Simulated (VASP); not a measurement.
# Mg3ZnTe4 (P1) in VASP: relaxation of cell and atoms with PBE

Aim: the relaxation of cell and atoms of Mg3ZnTe4 with PBE.

Everything below comes from runs of VASP 6.6.1. Logs are shortened: lines on timing, memory, paths and dates and some standing lists are left out, and cuts for length are marked.

## 1. The cell of the first run

The typed cell holds 8 atoms: a = 6.363 Å, b = 6.456 Å, c = 6.356 Å, α = 88.32°, β = 90.59°, γ = 88.41°.

## 2. Relaxation of cell and atoms, PBE

INCAR reads:

```
SYSTEM = Mg3ZnTe4
PREC = Accurate
ENCUT = 600
EDIFF = 1E-6
ISMEAR = 0
SIGMA = 0.1
LREAL = .False.
LASPH = .True.
NELM = 60
ALGO = Normal
ISIF = 3
LWAVE = .False.
LCHARG = .False.
GGA = PE
IBRION = 2
NSW = 80
EDIFFG = -0.025
```

KPOINTS reads:

```
Automatic mesh
0
Gamma
  2 2 2
  0 0 0
```

POSCAR reads:

```
Mg3ZnTe4
1.0
    6.3624312939      0.0893273048     -0.0332523811
    0.0893273048      6.4543528854      0.0939692598
   -0.0332523811      0.0939692598      6.3556640233
Mg Zn Te
3 1 4
Direct
    0.4950984933      0.0008182319     -0.0163924653
   -0.0034441149      0.0005795178      0.5015696378
    0.0043955103      0.5158301946     -0.0012032548
    0.4995248802      0.4972309186      0.5041840375
    0.2586708516      0.7382728359      0.2648771450
    0.2707569049      0.2522324343      0.7505573197
    0.7405000928      0.7446532756      0.7366268745
    0.7344973819      0.2503825912      0.2597807056
```

Potentials or basis: VASP PAW PBE potentials, release 64 (Mg, Zn, Te).

Command:

```console
$ cat potpaw_PBE.64/Mg/POTCAR potpaw_PBE.64/Zn/POTCAR potpaw_PBE.64/Te/POTCAR > POTCAR
$ mpirun -np 1 vasp_std > vasp.out
```

OUTCAR:

```text
SYSTEM = Mg3ZnTe4
   PREC = Accurate
   ENCUT = 600
   EDIFF = 1E-6
   ISMEAR = 0
   LREAL = .False.
   LASPH = .True.
   NELM = 60
   ISIF = 3
   GGA = PE
   IBRION = 2
   NSW = 80
   EDIFFG = -0.025

 ion  position               nearest neighbor table
   1  0.495  0.001  0.984-   6 2.56   7 2.77   8 2.87   5 2.89
   2  0.997  0.001  0.502-   8 2.72   7 2.77   5 2.82   6 2.91
   3  0.004  0.516  0.999-   7 2.73   5 2.78   6 2.88   8 2.95
   4  0.500  0.497  0.504-   5 2.60   6 2.67   8 2.69   7 2.70
   5  0.259  0.738  0.265-   4 2.60   3 2.78   2 2.82   1 2.89
   6  0.271  0.252  0.751-   1 2.56   4 2.67   3 2.88   2 2.91
   7  0.741  0.745  0.737-   4 2.70   3 2.73   2 2.77   1 2.77
   8  0.734  0.250  0.260-   4 2.69   2 2.72   1 2.87   3 2.95

  LATTYP: Found a triclinic cell.
 ALAT       =     6.3564456357
 B/A-ratio  =     1.4042866468
 C/A-ratio  =     1.7484299697
 COS(alpha) =     0.0028748345
 COS(beta)  =     0.5948068258
 COS(gamma) =     0.6909422840

  Lattice vectors:

 A1 = (   0.0332523811,  -0.0939692598,  -6.3556640233)
 A2 = (   0.1225796859,   6.3603836256,  -6.2616947635)
 A3 = (   6.3063563702,  -6.4589948404,  -6.4828856642)

Analysis of symmetry for initial positions (statically):
=====================================================================
 Subroutine PRICEL returns:
 Original cell was already a primitive cell.

 Routine SETGRP: Setting up the symmetry group for a
 triclinic supercell.

 Subroutine GETGRP returns: Found  1 space group operations
 (whereof  1 operations were pure point group operations)
 out of a pool of  2 trial point group operations.

The static configuration has the point symmetry C_1 .

Analysis of symmetry for dynamics (positions and initial velocities):
=====================================================================
 Subroutine PRICEL returns:
 Original cell was already a primitive cell.

 Routine SETGRP: Setting up the symmetry group for a
 triclinic supercell.

 Subroutine GETGRP returns: Found  1 space group operations
 (whereof  1 operations were pure point group operations)
 out of a pool of  2 trial point group operations.

The dynamic configuration has the point symmetry C_1 .

 Subroutine INISYM returns: Found  1 space group operations
 (whereof  1 operations are pure point group operations),
 and found     1 'primitive' translations

----------------------------------------------------------------------------------------

                                     Primitive cell

  volume of cell :     260.8831

  direct lattice vectors                    reciprocal lattice vectors
     6.362431294  0.089327305 -0.033252381     0.157207810 -0.002188179  0.000854853
     0.089327305  6.454352885  0.093969260    -0.002188179  0.154998015 -0.002303113
    -0.033252381  0.093969260  6.355664023     0.000854853 -0.002303113  0.157378496

  length of vectors
     6.363145217  6.455654944  6.356445636     0.157225362  0.155030568  0.157397669

  position of ions in fractional coordinates (direct lattice)
     0.495098493  0.000818232  0.983607535
     0.996555885  0.000579518  0.501569638
     0.004395510  0.515830195  0.998796745
     0.499524880  0.497230919  0.504184037
     0.258670852  0.738272836  0.264877145
     0.270756905  0.252232434  0.750557320
     0.740500093  0.744653276  0.736626874
     0.734497382  0.250382591  0.259780706

  ion indices of the primitive-cell ions
   primitive index   ion index
                 1           1
                 2           2
                 3           3
                 4           4
                 5           5
                 6           6
                 7           7
                 8           8

----------------------------------------------------------------------------------------

 KPOINTS: Automatic mesh

Automatic generation of k-mesh.
 Grid dimensions read from file:
 generate k-points for:    2    2    2

 Generating k-lattice:

  Cartesian coordinates                     Fractional coordinates (reciprocal lattice)
     0.078603905 -0.001094090  0.000427426     0.500000000 -0.000000000 -0.000000000
    -0.001094090  0.077499008 -0.001151556     0.000000000  0.500000000 -0.000000000
     0.000427426 -0.001151556  0.078689248    -0.000000000 -0.000000000  0.500000000

  Length of vectors
     0.078612681  0.077515284  0.078698835

  Shift w.r.t. Gamma in fractional coordinates (k-lattice)
     0.000000000  0.000000000  0.000000000

 Subroutine IBZKPT returns following result:
 ===========================================

 Found      8 irreducible k-points:

 Following reciprocal coordinates:
            Coordinates               Weight
  0.000000  0.000000  0.000000      1.000000
  0.500000  0.000000  0.000000      1.000000
  0.000000  0.500000  0.000000      1.000000
  0.500000  0.500000  0.000000      1.000000
  0.000000  0.000000  0.500000      1.000000
  0.500000  0.000000  0.500000      1.000000
 -0.000000  0.500000  0.500000      1.000000
  0.500000  0.500000  0.500000      1.000000
   k-points           NKPTS =      8   k-points in BZ     NKDIM =      8   number of bands    NBANDS=     26
   number of dos      NEDOS =    301   number of ions     NIONS =      8
   total plane-waves  NPLWV = 157464
   dimension x,y,z NGX =    54 NGY =   54 NGZ =   54
   dimension x,y,z NGXF=   108 NGYF=  108 NGZF=  108
   ions per type =               3   1   4
   NGX,Y,Z   is equivalent  to a cutoff of  14.11, 13.91, 14.12 a.u.
   NGXF,Y,Z  is equivalent  to a cutoff of  28.22, 27.81, 28.25 a.u.
 SYSTEM =  Mg3ZnTe4
   PREC   = accura    normal or accurate (medium, high low for compatibility)
   ISTART =      0    job   : 0-new  1-cont  2-samecut
   ICHARG =      2    charge: 1-file 2-atom 10-const
   ISPIN  =      1    spin polarized calculation?
   LNONCOLLINEAR =      F non collinear calculations
   LSORBIT =      F    spin-orbit coupling
   LASPH  =      T    aspherical Exc in radial PAW
   ENCUT  =  600.0 eV  44.10 Ry    6.64 a.u.  12.71 12.89 12.70*2*pi/ulx,y,z
   NELM   =     60;   NELMIN=  2; NELMDL= -5     # of ELM steps
   EDIFF  = 0.1E-05   stopping-criterion for ELM
   LREAL  =      F    real-space projection
   EDIFFG = -.3E-01   stopping-criterion for IOM
   NSW    =     80    number of steps for IOM
   IBRION =      2    ionic relax: 0-MD 1-quasi-New 2-CG
   NFREE  =      1    steps in history (QN), initial steepest desc. (CG)
   ISIF   =      3    stress and relaxation
   ISYM   =      2    0-nonsym 1-usesym 2-fastsym
   POTIM  = 0.5000    time-step for ionic-motion
   TEBEG  =    0.0;   TEEND  =   0.0 temperature during run
   PSTRESS=    0.0 pullay stress
   NELECT =      42.0000    total number of electrons
   NUPDOWN=      -1.0000    fix difference up-down
   EMIN   =  10.00;   EMAX   =-10.00  energy-range for DOS
   EFERMI =   0.00;   METHOD = LEGACY
   ISMEAR =     0;   SIGMA  =   0.10  broadening in eV -4-tet -1-fermi 0-gaus
   EFERMI_NEDOS =   21; number of points for ismear=-14 and -15
   IALGO  =     38    algorithm
   IMIX   =      4    mixing-type and parameters
     AMIX     =   0.40;   BMIX     =  1.00
     AMIX_MAG =   1.60;   BMIX_MAG =  1.00
  volume/ion in A,a.u.               =      32.61       220.07
  Fermi-wavevector in a.u.,A,eV,Ry     =   0.890586  1.682964 10.791374  0.793144
  Thomas-Fermi vector in A             =   2.012296
   LORBIT       =      0    0 simple, 1 ext, 2 COOP (PROOUT), +10 PAW based schemes
   GGA     = PE    functional components
   LHFCALC =     F    Hartree Fock is set to
   AEXX    =    0.0000 exact exchange contribution
   IVDW    =     0    specifies the selected vdW correction
   LEPSILON=     F    determine dielectric tensor
   LRPA    =     F    only Hartree local field effects (RPA)
 conjugate gradient relaxation of ions
 non-spin polarized calculation
 Gauss-broadening in eV      SIGMA  =   0.10
  energy-cutoff  :      600.00
  volume of cell :      260.88
 maximum number of plane-waves:      8730
 NGX is ok and might be reduce to    54
   NGX = 25   NGY = 25   NGZ = 25

--------------------------------------- Ionic step        1  -------------------------------------------

 number of electron      42.0000002 magnetization

 Free energy of the ion-electron system (eV)
  ---------------------------------------------------
  ext. energy  EPLUGINS =         0.00000000
  ---------------------------------------------------
  free energy    TOTEN  =       -23.86008248 eV

  energy without entropy =      -23.86008248  energy(sigma->0) =      -23.86008248

------------------------ aborting loop because EDIFF is reached ----------------------------------------

  FORCE on cell =-STRESS in cart. coord.  units (eV):
  Direction    XX          YY          ZZ          XY          YZ          ZX
  --------------------------------------------------------------------------------------
  -------------------------------------------------------------------------------------
  Total        2.1535149      1.8362218      2.1833857     -2.6309849     -2.4316047      1.8394872
  in kB       13.2255102     11.2768989     13.4089576    -16.1578253    -14.9333598     11.2969533
  external PRESSURE =      12.6371223 kB  Pullay stress =       0.0000000 kB
[... 107 lines left out ...]
  FREE ENERGIE OF THE ION-ELECTRON SYSTEM (eV)
  ---------------------------------------------------
  free  energy   TOTEN  =       -24.0908620663 eV

  energy  without entropy=      -24.0908620663  energy(sigma->0) =      -24.09086207

[... ionic steps 4 to 11 ...]

--------------------------------------- Ionic step       12  -------------------------------------------

 number of electron      41.9999998 magnetization

------------------------ aborting loop because EDIFF is reached ----------------------------------------

  FORCE on cell =-STRESS in cart. coord.  units (eV):
  Direction    XX          YY          ZZ          XY          YZ          ZX
  --------------------------------------------------------------------------------------
  -------------------------------------------------------------------------------------
  Total       -0.0988856     -0.0444599     -0.1012933      0.0704043     -0.0063825      0.0356740
  in kB       -0.5931454     -0.2666834     -0.6075872      0.4223060     -0.0382842      0.2139833
  external PRESSURE =      -0.4891387 kB  Pullay stress =       0.0000000 kB
[... 69 lines left out ...]
  energy  without entropy=      -24.1403323005  energy(sigma->0) =      -24.14033230

--------------------------------------- Ionic step       14  -------------------------------------------

 number of electron      41.9999996 magnetization

 Free energy of the ion-electron system (eV)
  ---------------------------------------------------
  ext. energy  EPLUGINS =         0.00000000
  ---------------------------------------------------
  free energy    TOTEN  =       -24.14064386 eV

  energy without entropy =      -24.14064386  energy(sigma->0) =      -24.14064386

 E-fermi :   2.4799     XC(G=0):  -7.9685

 val. band max:        1.9822109701   @ k =   0.0000   0.0000   0.0000
 cond. band min:       3.7517111364   @ k =   0.0000   0.0000   0.0000
 fundamental gap:      1.7695001663
 Fermi energy:         2.4799315959

 k-point     1 :       0.0000    0.0000    0.0000
  band No.  band energies     occupation
      1      -8.4597      2.00000
      2      -7.6339      2.00000
      3      -7.6296      2.00000
      4      -7.6277      2.00000
      5      -4.1519      2.00000
      6      -4.1515      2.00000
[... 256 lines left out ...]
  FREE ENERGIE OF THE ION-ELECTRON SYSTEM (eV)
  ---------------------------------------------------
  free  energy   TOTEN  =       -24.1406438585 eV

  energy  without entropy=      -24.1406438585  energy(sigma->0) =      -24.14064386

 reached required accuracy - stopping structural energy minimisation
```

Wall time 13 min (1 thread of Intel Xeon 6975P-C, shared host); peak memory 0.47 GiB.

Results:

```
Free energy                            : -24.1406 eV
Relaxed volume                         : 33.34 Å³/atom
Relaxed cell                           : a = 6.443 Å, b = 6.426 Å, c = 6.443 Å, α = 90.07°, β = 90.03°, γ = 89.99°
Space group after relaxing (to 0.05 Å) : Cmm2 (No. 35)
Energy gained by relaxing              : 35.1 meV/atom
Ionic steps                            : 14
Pressure after relaxing                : 0.0 GPa
Largest force after relaxing           : 0.022 eV/Å
Band gap on the k mesh                 : 1.77 eV, direct
```

Forces on the atoms (eV/Å):
```
Mg   0.010  0.008  0.006
Mg   0.012 -0.001 -0.006
Mg   0.002 -0.016 -0.014
Zn   0.009  0.018 -0.008
Te  -0.006  0.002  0.001
Te  -0.017 -0.004 -0.004
Te  -0.011 -0.008  0.013
Te   0.000  0.002  0.011
```

Step by step:
```csv
step,energy change (eV),largest force (eV/Å),pressure (GPa),volume (Å³)
1,0.0000,1.4603,1.26,260.88
2,-0.2308,0.3142,-0.46,270.56
3,-0.2308,0.3164,-0.43,270.41
4,-0.2597,0.2269,-0.10,267.56
5,-0.2718,0.1151,0.32,264.37
6,-0.2779,0.0466,0.00,266.65
7,-0.2780,0.0427,-0.04,266.87
8,-0.2786,0.0330,0.00,266.71
9,-0.2792,0.0383,0.04,266.38
10,-0.2797,0.0313,-0.01,266.76
11,-0.2797,0.0451,-0.09,267.39
12,-0.2799,0.0384,-0.05,267.11
13,-0.2802,0.0299,-0.03,266.95
14,-0.2806,0.0217,0.00,266.75
```

Final structure:
```xyz
8
Lattice="6.4428 0.0009 -0.0017 0.0001 6.4261 -0.0041 -0.0019 -0.0034 6.4429" Properties=species:S:1:pos:R:3 pbc="T T T"
Mg    3.2158    6.4118    6.4312
Mg    6.4394    0.0083    3.2197
Mg    6.4423    3.2285    0.0041
Zn    3.2206    3.1965    3.2206
Te    1.6619    4.7741    1.6632
Te    1.6556    1.6547    4.7919
Te    4.7882    4.7710    4.7717
Te    4.7831    1.6503    1.6443
```

Caveat: the k points lie up to 0.49 Å⁻¹ apart in the final cell; spin-orbit coupling is left out, which moves the levels of the heavy elements. As with any semilocal functional, this PBE gap is likely too small.
